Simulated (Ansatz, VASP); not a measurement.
One calculation of Si3Ge, two programs

```
CELL_PARAMETERS angstrom
3.91238 0.00000 0.00000
0.00000 3.91238 0.00000
0.00000 0.00000 5.53206
ATOMIC_POSITIONS crystal
Si 0.50000 0.50000 0.00000
Si 0.00000 0.50000 0.75587
Si 0.50000 0.00000 0.24413
Ge 0.00000 0.00000 0.50000
```

Alike in both runs: functional PBE; k mesh 10 × 10 × 6; occupations gaussian, width 0.02 eV; no spin polarisation.

Ansatz relaxed the structure, and its values are those at the end. VASP's run is a single point on that final structure, the one shown.

|  | VASP | Ansatz |
| --- | --- | --- |
| version | VASP 6.6.1 | Ansatz 0.2.0 |
| potentials or method | VASP PAW PBE potentials, release 64 (Si, Ge_d), cutoff 520 eV | scalar-relativistic, plane waves, PAW |
| valence electrons in the cell | 26 | 26 |

```tsv
	VASP	Ansatz	Ansatz less VASP
gap on the k mesh at the Fermi level (eV)	0.38	0.38	-0.002
least direct gap on the mesh (eV)	0.68	0.68	-0.002
pressure (GPa)	-0.1	0.0	+0.11
```

The functional is the same, so the differences come from potentials, cutoffs and numerics.
